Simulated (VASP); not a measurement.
# CoOs2 (P6/mmm) in VASP: a series of runs

CoOs2 is run at these levels: PBE; tasks: single point, relaxation of cell and atoms.

All numbers are computed with VASP 6.6.1; they aren't measurements. Logs are shortened: lines on timing, memory, paths and dates and some standing lists are left out, and cuts for length are marked.

### Step 1. The cell of the first run

It takes space group P6/mmm (No. 191, hexagonal). Conventional cell: a = 4.235 Å, b = 4.235 Å, c = 2.678 Å, α = 90.00°, β = 90.00°, γ = 120.00°. Within 3.5 Å of Co (site symmetry 6/mmm) lie 2 Co at 2.68 Å and 12 Os at 2.79 Å. Within 3.2 Å of Os (site symmetry -6m2) lie 5 Os at 2.45 to 2.68 Å and 6 Co at 2.79 Å.

### Step 2. Single point, PBE

Contents of INCAR:

```
ALGO = Normal ; EDIFF = 1E-7
ENCUT = 520 ; GGA = PE
ISIF = 2 ; ISMEAR = 0
LASPH = T ; LCHARG = T
LELF = T ; LREAL = F
LVHAR = T ; LWAVE = F
NBANDS = 20 ; NELM = 100
PREC = Accurate ; SIGMA = 0.1
```

Contents of KPOINTS:

```
k-points
0
Gamma
  6 6 6
```

Contents of POSCAR:

```
CoOs2
1.0
    4.2352309712      0.0000000000      0.0000000000
   -2.1176154856      3.6678176119      0.0000000000
    0.0000000000      0.0000000000      2.6783123407
Co Os
1 2
Direct
    0.0000000000      0.0000000000      0.0000000000
    0.3333333333      0.6666666667      0.5000000000
    0.6666666667      0.3333333333      0.5000000000
```

Potentials or basis: VASP PAW PBE potentials, release 64 (Co, Os).

On the command line:

```bash
> cat potpaw_PBE.64/Co/POTCAR potpaw_PBE.64/Os/POTCAR > POTCAR
> mpirun -np 1 vasp_std > vasp.out
```

OUTCAR:

```text
EDIFF = 1E-7
   ENCUT = 520
   GGA = PE
   ISIF = 2
   ISMEAR = 0
   LASPH = T
   LREAL = F
   NELM = 100
   PREC = Accurate

 ion  position               nearest neighbor table
   1  0.000  0.000  0.000-   2 2.79   3 2.79   2 2.79   3 2.79   2 2.79   2 2.79   3 2.79   3 2.79
                             3 2.79   3 2.79   2 2.79   2 2.79
   2  0.333  0.667  0.500-   3 2.45   3 2.45   3 2.45   1 2.79   1 2.79   1 2.79   1 2.79   1 2.79
                             1 2.79
   3  0.667  0.333  0.500-   2 2.45   2 2.45   2 2.45   1 2.79   1 2.79   1 2.79   1 2.79   1 2.79
                             1 2.79

  LATTYP: Found a hexagonal cell.
 ALAT       =     4.2352309712
 C/A-ratio  =     0.6323887313

  Lattice vectors:

 A1 = (   4.2352309712,   0.0000000000,   0.0000000000)
 A2 = (  -2.1176154856,   3.6678176119,   0.0000000000)
 A3 = (   0.0000000000,   0.0000000000,   2.6783123407)

Analysis of symmetry for initial positions (statically):
=====================================================================
 Subroutine PRICEL returns:
 Original cell was already a primitive cell.

 Routine SETGRP: Setting up the symmetry group for a
 hexagonal supercell.

 Subroutine GETGRP returns: Found 24 space group operations
 (whereof 24 operations were pure point group operations)
 out of a pool of 24 trial point group operations.

The static configuration has the point symmetry D_6h.

Analysis of symmetry for dynamics (positions and initial velocities):
=====================================================================
 Subroutine PRICEL returns:
 Original cell was already a primitive cell.

 Routine SETGRP: Setting up the symmetry group for a
 hexagonal supercell.

 Subroutine GETGRP returns: Found 24 space group operations
 (whereof 24 operations were pure point group operations)
 out of a pool of 24 trial point group operations.

The dynamic configuration has the point symmetry D_6h.

 Subroutine INISYM returns: Found 24 space group operations
 (whereof 24 operations are pure point group operations),
 and found     1 'primitive' translations

----------------------------------------------------------------------------------------

                                     Primitive cell

  volume of cell :      41.6051

  direct lattice vectors                    reciprocal lattice vectors
     4.235230971  0.000000000  0.000000000     0.236114631  0.136320846  0.000000000
    -2.117615486  3.667817612  0.000000000     0.000000000  0.272641692  0.000000000
     0.000000000  0.000000000  2.678312341     0.000000000  0.000000000  0.373369448

  length of vectors
     4.235230971  4.235230971  2.678312341     0.272641692  0.272641692  0.373369448

  position of ions in fractional coordinates (direct lattice)
     0.000000000  0.000000000  0.000000000
     0.333333333  0.666666667  0.500000000
     0.666666667  0.333333333  0.500000000

  ion indices of the primitive-cell ions
   primitive index   ion index
                 1           1
                 2           2
                 3           3

----------------------------------------------------------------------------------------

 KPOINTS: k-points

Automatic generation of k-mesh.
 Grid dimensions read from file:
 generate k-points for:    6    6    6

 Generating k-lattice:

  Cartesian coordinates                     Fractional coordinates (reciprocal lattice)
     0.039352439  0.022720141  0.000000000     0.166666667 -0.000000000  0.000000000
     0.000000000  0.045440282  0.000000000     0.000000000  0.166666667  0.000000000
     0.000000000  0.000000000  0.062228241     0.000000000  0.000000000  0.166666667

  Length of vectors
     0.045440282  0.045440282  0.062228241

  Shift w.r.t. Gamma in fractional coordinates (k-lattice)
     0.000000000  0.000000000  0.000000000

 Subroutine IBZKPT returns following result:
 ===========================================

 Found     28 irreducible k-points:

 Following reciprocal coordinates:
            Coordinates               Weight
  0.000000  0.000000  0.000000      1.000000
  0.166667  0.000000  0.000000      6.000000
  0.333333  0.000000  0.000000      6.000000
  0.500000  0.000000  0.000000      3.000000
  0.166667  0.166667  0.000000      6.000000
  0.333333  0.166667  0.000000     12.000000
[... 16 lines left out ...]
  0.166667  0.000000  0.500000      6.000000
  0.333333  0.000000  0.500000      6.000000
 [... further k-points ...]
   k-points           NKPTS =     28   k-points in BZ     NKDIM =     28   number of bands    NBANDS=     20
   number of dos      NEDOS =    301   number of ions     NIONS =      3
   total plane-waves  NPLWV =  20480
   dimension x,y,z NGX =    32 NGY =   32 NGZ =   20
   dimension x,y,z NGXF=    64 NGYF=   64 NGZF=   40
   ions per type =               1   2
   NGX,Y,Z   is equivalent  to a cutoff of  12.56, 12.56, 12.41 a.u.
   NGXF,Y,Z  is equivalent  to a cutoff of  25.12, 25.12, 24.83 a.u.
 SYSTEM =  unknown system
   PREC   = accura    normal or accurate (medium, high low for compatibility)
   ISTART =      0    job   : 0-new  1-cont  2-samecut
   ICHARG =      2    charge: 1-file 2-atom 10-const
   ISPIN  =      1    spin polarized calculation?
   LNONCOLLINEAR =      F non collinear calculations
   LSORBIT =      F    spin-orbit coupling
   LASPH  =      T    aspherical Exc in radial PAW
   ENCUT  =  520.0 eV  38.22 Ry    6.18 a.u.   7.87  7.87  4.98*2*pi/ulx,y,z
   NELM   =    100;   NELMIN=  2; NELMDL= -5     # of ELM steps
   EDIFF  = 0.1E-06   stopping-criterion for ELM
   LREAL  =      F    real-space projection
   EDIFFG = 0.1E-05   stopping-criterion for IOM
   NSW    =      0    number of steps for IOM
   IBRION =     -1    ionic relax: 0-MD 1-quasi-New 2-CG
   NFREE  =      0    steps in history (QN), initial steepest desc. (CG)
   ISIF   =      2    stress and relaxation
   ISYM   =      2    0-nonsym 1-usesym 2-fastsym
   POTIM  = 0.5000    time-step for ionic-motion
   TEBEG  =    0.0;   TEEND  =   0.0 temperature during run
   PSTRESS=    0.0 pullay stress
   NELECT =      25.0000    total number of electrons
   NUPDOWN=      -1.0000    fix difference up-down
   EMIN   =  10.00;   EMAX   =-10.00  energy-range for DOS
   EFERMI =   0.00;   METHOD = LEGACY
   ISMEAR =     0;   SIGMA  =   0.10  broadening in eV -4-tet -1-fermi 0-gaus
   EFERMI_NEDOS =   21; number of points for ismear=-14 and -15
   IALGO  =     38    algorithm
   IMIX   =      4    mixing-type and parameters
     AMIX     =   0.40;   BMIX     =  1.00
     AMIX_MAG =   1.60;   BMIX_MAG =  1.00
  volume/ion in A,a.u.               =      13.87        93.59
  Fermi-wavevector in a.u.,A,eV,Ry     =   1.381464  2.610588 25.965930  1.908442
  Thomas-Fermi vector in A             =   2.506246
   LORBIT       =      0    0 simple, 1 ext, 2 COOP (PROOUT), +10 PAW based schemes
   GGA     = PE    functional components
   LHFCALC =     F    Hartree Fock is set to
   AEXX    =    0.0000 exact exchange contribution
   IVDW    =     0    specifies the selected vdW correction
   LEPSILON=     F    determine dielectric tensor
   LRPA    =     F    only Hartree local field effects (RPA)
 non-spin polarized calculation
 Gauss-broadening in eV      SIGMA  =   0.10
  energy-cutoff  :      520.00
  volume of cell :       41.61
 maximum number of plane-waves:      1144
 NGX is ok and might be reduce to    32
   NGX = 15   NGY = 15   NGZ =  9

 number of electron      25.0000004 magnetization

 Free energy of the ion-electron system (eV)
  ---------------------------------------------------
  ext. energy  EPLUGINS =         0.00000000
  ---------------------------------------------------
  free energy    TOTEN  =       -27.97318835 eV

  energy without entropy =      -27.93113423  energy(sigma->0) =      -27.95216129

 E-fermi :   8.8294     XC(G=0): -13.4345

 val. band max:        8.8208722088   @ k =   0.1667   0.1667   0.3333
 cond. band min:       8.8306856191   @ k =   0.1667   0.0000   0.5000
 fundamental gap:      0.0098134103
 Fermi energy:         8.8294326827

 k-point     1 :       0.0000    0.0000    0.0000
  band No.  band energies     occupation
      1      -1.0922      2.00000
      2       2.7137      2.00000
      3       4.5552      2.00000
      4       4.9117      2.00000
      5       4.9117      2.00000
      6       5.6153      2.00000
[... 12 lines left out ...]
     19      15.9450      0.00000
     20      18.2098      0.00000

 k-point     2 :       0.1667    0.0000    0.0000
  band No.  band energies     occupation
      1      -0.6857      2.00000
      2       2.8984      2.00000
      3       3.8501      2.00000
      4       4.2372      2.00000
      5       4.4808      2.00000
      6       5.8783      2.00000
[... 12 lines left out ...]
     19      16.1559      0.00000
     20      18.9167      0.00000

 k-point     3 :       0.3333    0.0000    0.0000
  band No.  band energies     occupation
      1       0.4048      2.00000
      2       2.6955      2.00000
      3       3.3139      2.00000
      4       3.5197      2.00000
      5       4.1326      2.00000
      6       5.4351      2.00000
[... 12 lines left out ...]
     19      17.2956      0.00000
     20      20.5540      0.00000

 k-point     4 :       0.5000    0.0000    0.0000
  band No.  band energies     occupation
      1       1.4767      2.00000
      2       2.2192      2.00000
      3       2.5036      2.00000
      4       4.0268      2.00000
      5       4.0322      2.00000
      6       4.7954      2.00000
[... 12 lines left out ...]
     19      17.5344      0.00000
     20      22.5781      0.00000

 k-point     5 :       0.1667    0.1667    0.0000
  band No.  band energies     occupation
      1       0.0612      2.00000
      2       2.9033      2.00000
      3       3.3161      2.00000
      4       3.4784      2.00000
      5       4.3872      2.00000
      6       6.0021      2.00000
[... 12 lines left out ...]
     19      17.7136      0.00000
     20      19.4049      0.00000

 k-point     6 :       0.3333    0.1667    0.0000
  band No.  band energies     occupation
      1       1.2401      2.00000
      2       2.1561      2.00000
      3       2.6847      2.00000
      4       3.9013      2.00000
      5       4.2293      2.00000
      6       5.4884      2.00000
[... 12 lines left out ...]
     19      18.6779      0.00000
     20      21.1846      0.00000

 k-point     7 :       0.3333    0.3333    0.0000
  band No.  band energies     occupation
      1       1.8084      2.00000
      2       2.0869      2.00000
      3       2.0869      2.00000
      4       4.1985      2.00000
      5       4.1985      2.00000
      6       6.1569      2.00000
[... 12 lines left out ...]
     19      20.5859      0.00000
     20      21.5336      0.00000
[... 277 lines left out ...]
 k-point    20 :       0.3333    0.1667    0.3333
  band No.  band energies     occupation
      1       2.5046      2.00000
      2       3.1923      2.00000
      3       3.4846      2.00000
      4       3.7342      2.00000
      5       4.6692      2.00000
      6       5.1008      2.00000
[... 12 lines left out ...]
     19      17.4859      0.00000
     20      18.6606      0.00000

 k-point    21 :       0.3333    0.3333    0.3333
  band No.  band energies     occupation
      1       2.3010      2.00000
      2       3.2077      2.00000
      3       3.8625      2.00000
      4       3.8625      2.00000
      5       4.9019      2.00000
      6       4.9019      2.00000
[... 12 lines left out ...]
     19      17.4759      0.00000
     20      19.7331      0.00000

 k-point    22 :       0.0000    0.0000    0.5000
  band No.  band energies     occupation
      1       2.3439      2.00000
      2       2.8442      2.00000
      3       2.8442      2.00000
      4       4.7338      2.00000
      5       4.7338      2.00000
      6       5.4532      2.00000
[... 12 lines left out ...]
     19      18.3425      0.00000
     20      19.7972      0.00000

 k-point    23 :       0.1667    0.0000    0.5000
  band No.  band energies     occupation
      1       2.5658      2.00000
      2       2.7988      2.00000
      3       2.9065      2.00000
      4       4.6163      2.00000
      5       4.6284      2.00000
      6       4.7379      2.00000
[... 12 lines left out ...]
     19      18.1483      0.00000
     20      18.1896      0.00000

 k-point    24 :       0.3333    0.0000    0.5000
  band No.  band energies     occupation
      1       2.7074      2.00000
      2       2.7125      2.00000
      3       3.1291      2.00000
      4       4.3171      2.00000
      5       4.4217      2.00000
      6       4.7076      2.00000
[... 12 lines left out ...]
     19      16.1820      0.00000
     20      16.7567      0.00000

 [... further k-points ...]

------------------------ aborting loop because EDIFF is reached ----------------------------------------

  FORCE on cell =-STRESS in cart. coord.  units (eV):
  Direction    XX          YY          ZZ          XY          YZ          ZX
  --------------------------------------------------------------------------------------
  -------------------------------------------------------------------------------------
  Total       -0.1028765     -0.1028765     -0.0846203      0.0000000      0.0000000     -0.0000000
  in kB       -3.9616912     -3.9616912     -3.2586596      0.0000000      0.0000000     -0.0000000
  external PRESSURE =      -3.7273473 kB  Pullay stress =       0.0000000 kB

 VOLUME and BASIS-vectors are now :
 -----------------------------------------------------------------------------
  energy-cutoff  :      520.00
  volume of cell :       41.61
      direct lattice vectors                 reciprocal lattice vectors
     4.235230971  0.000000000  0.000000000     0.236114631  0.136320846  0.000000000
    -2.117615486  3.667817612  0.000000000     0.000000000  0.272641692  0.000000000
     0.000000000  0.000000000  2.678312341     0.000000000  0.000000000  0.373369448

 POSITION                                       TOTAL-FORCE (eV/Angst)
 -----------------------------------------------------------------------------------
      0.00000      0.00000      0.00000         0.000000      0.000000      0.000000
     -0.00000      2.44521      1.33916         0.000000      0.000000      0.000000
      2.11762      1.22261      1.33916        -0.000000     -0.000000      0.000000
 -----------------------------------------------------------------------------------
    total drift:                               -0.000000      0.000000      0.000000

  FREE ENERGIE OF THE ION-ELECTRON SYSTEM (eV)
  ---------------------------------------------------
  free  energy   TOTEN  =       -27.9731883530 eV

  energy  without entropy=      -27.9311342255  energy(sigma->0) =      -27.95216129
```

It took 27 s on 1 thread of AMD EPYC 7R13 (Zen 3), shared host; peak memory 0.14 GiB.

What came out:

| Quantity | Value |
| --- | --- |
| Free energy | -27.9732 eV |
| Pressure | -0.4 GPa |
| Band gap on the k mesh | zero (an odd number of electrons rules out a gap without spin polarisation) |

Caveat: the k points lie up to 0.39 Å⁻¹ apart, too coarse for converged energies and pressures of a metal; spin-orbit coupling is left out, which moves the levels of the heavy elements; the run has no spin polarisation, though such a crystal can be magnetic. Spin polarisation is off, so any magnetic state and its effect on volume and gap are missing.

### Step 3. Relaxation of cell and atoms, PBE

This run uses another cell than the first one, of 11.46 Å³/atom.

Contents of INCAR:

```
PREC = Accurate
ENCUT = 600
EDIFF = 1E-6
ISMEAR = 0
SIGMA = 0.1
LREAL = F
LASPH = T
NELM = 80
ALGO = Fast
ISIF = 3
LWAVE = F
LCHARG = F
GGA = PE
IBRION = 2
NSW = 90
EDIFFG = -0.04
```

Contents of KPOINTS:

```
Automatic mesh
0
Gamma
  6 6 6
```

Contents of POSCAR:

```
CoOs2
1.0
    3.3249065385      0.0000000000      0.0000000000
   -1.6624532693      2.8794535276      0.0000000000
    0.0000000000      0.0000000000      3.5900153655
Co Os
1 2
Direct
    0.0000000000      0.0000000000      0.0000000000
    0.3333333333      0.6666666667      0.5000000000
    0.6666666667      0.3333333333      0.5000000000
```

Potentials or basis: VASP PAW PBE potentials, release 64 (Co, Os).

On the command line:

```bash
> cat potpaw_PBE.64/Co/POTCAR potpaw_PBE.64/Os/POTCAR > POTCAR
> mpirun -np 1 vasp_std > vasp.out
```

It took 25 min on 1 thread of AMD EPYC 7R13 (Zen 3), shared host; peak memory 0.17 GiB.

Results (log left out):

- Free energy: -27.9637 eV
- Relaxed volume: 13.85 Å³/atom
- Relaxed cell: a = 4.231 Å, b = 4.231 Å, c = 2.679 Å, α = 90.00°, β = 90.00°, γ = 120.00°
- Space group after relaxing (to 0.1 Å): P6/mmm (No. 191)
- Pressure after relaxing: 0.0 GPa
- Band gap on the k mesh: zero (an odd number of electrons rules out a gap without spin polarisation)

Stress tensor (GPa, compression positive):
```
 0.11  0.00  0.00
 0.00  0.11  0.00
 0.00  0.00 -0.08
```

Final structure:
```
Co Os
1.0
     4.23109    0.00000    0.00000
    -2.11554    3.66423    0.00000
     0.00000    0.00000    2.67929
Co Os
1 2
Cartesian
  0.0000 0.0000 0.0000
  0.0000 2.4428 1.3396
  2.1155 1.2214 1.3396
```

Levels at points of the mesh, in eV from the Fermi level:
```
           k point  band 11  band 12  band 13  band 14  band 15  band 16
(0.00, 0.00, 0.00)    -1.37    -1.37    -1.14    -1.14     1.72     1.72
(0.50, 0.00, 0.00)    -1.03    -0.38     0.03     0.29     0.88     1.74
(0.00, 0.00, 0.50)    -0.20    -0.20     0.77     0.77     0.86     3.70
(0.50, 0.00, 0.50)    -0.75     0.01     0.55     1.15     3.06     4.59
```

Caveat: the k points lie up to 0.39 Å⁻¹ apart in the final cell, too coarse for converged energies and pressures of a metal; the volume moved by over 15 % at a fixed basis, so the end points are rough; spin-orbit coupling is left out, which moves the levels of the heavy elements; the run has no spin polarisation, though such a crystal can be magnetic. Spin polarisation is off, so any magnetic state and its effect on volume and gap are missing.

### Step 4. Single point, PBE, collinear spin, ferromagnetic start

This run uses another cell than the first one, of 11.46 Å³/atom.

Contents of INCAR:

```
SYSTEM = CoOs2
ALGO = Normal ; EDIFF = 1E-6
ENCUT = 520 ; GGA = PE
ISIF = 2 ; ISMEAR = 0
ISPIN = 2 ; LASPH = .True.
LCHARG = .False. ; LMAXMIX = 4
LORBIT = 11 ; LREAL = .False.
LWAVE = .False. ; MAGMOM = 3 0 0
NBANDS = 24 ; NELM = 150
PREC = Accurate ; SIGMA = 0.1
```

Contents of KPOINTS:

```
k-points
0
Gamma
  6 6 6
  0 0 0
```

POSCAR is that of step 3.

On the command line:

```bash
> cat potpaw_PBE.64/Co/POTCAR potpaw_PBE.64/Os/POTCAR > POTCAR
> mpirun -np 1 vasp_std > vasp.out
```

Wall time 69 s (1 thread of AMD EPYC 7R13 (Zen 3), shared host); peak memory 0.16 GiB.

The run converged. Its results:

| Property | Result |
| --- | --- |
| Free energy | -12.3325 eV |
| Pressure | 252.0 GPa |
| Net moment | 0.00 μB per cell |

Stress tensor (GPa, compression positive):
```
355.94   0.00   0.00
  0.00 355.94   0.00
  0.00   0.00  44.10
```

Levels at points of the mesh, in eV from the Fermi level:
Spin up:
| k point | band 8 | band 9 | band 10 | band 11 | band 12 | band 13 | band 14 | band 15 | band 16 | band 17 |
| --- | --- | --- | --- | --- | --- | --- | --- | --- | --- | --- |
| (0.00, 0.00, 0.00) | -3.22 | -2.63 | -2.63 | -1.92 | -1.92 | -1.26 | 0.04 | 2.15 | 2.45 | 2.45 |
| (0.50, 0.00, 0.00) | -3.78 | -3.06 | -1.43 | -0.65 | -0.37 | 0.65 | 0.68 | 3.21 | 3.61 | 4.60 |
| (0.00, 0.00, 0.50) | -2.38 | -2.38 | -1.64 | -0.88 | -0.88 | -0.62 | -0.62 | -0.34 | -0.34 | 1.91 |
| (0.50, 0.00, 0.50) | -2.58 | -1.76 | -1.59 | -1.20 | -1.14 | -0.49 | 1.80 | 2.90 | 3.36 | 3.60 |
Spin down:
| k point | band 9 | band 10 | band 11 | band 12 | band 13 | band 14 | band 15 | band 16 |
| --- | --- | --- | --- | --- | --- | --- | --- | --- |
| (0.00, 0.00, 0.00) | -2.63 | -2.63 | -1.92 | -1.92 | -1.26 | 0.04 | 2.15 | 2.45 |
| (0.50, 0.00, 0.00) | -3.06 | -1.43 | -0.65 | -0.37 | 0.65 | 0.68 | 3.21 | 3.61 |
| (0.00, 0.00, 0.50) | -2.38 | -1.64 | -0.88 | -0.88 | -0.62 | -0.62 | -0.34 | -0.34 |
| (0.50, 0.00, 0.50) | -1.76 | -1.59 | -1.20 | -1.14 | -0.49 | 1.80 | 2.90 | 3.36 |

Caveat: the k points lie up to 0.36 Å⁻¹ apart; atoms lie so close that the PAW spheres overlap strongly, which falsifies energies and pressures; the moments typed at the start vanished in this run; spin-orbit coupling is left out, which moves the levels of the heavy elements.

The gap in the log of VASP goes by the Fermi energy; the results here count the filled bands.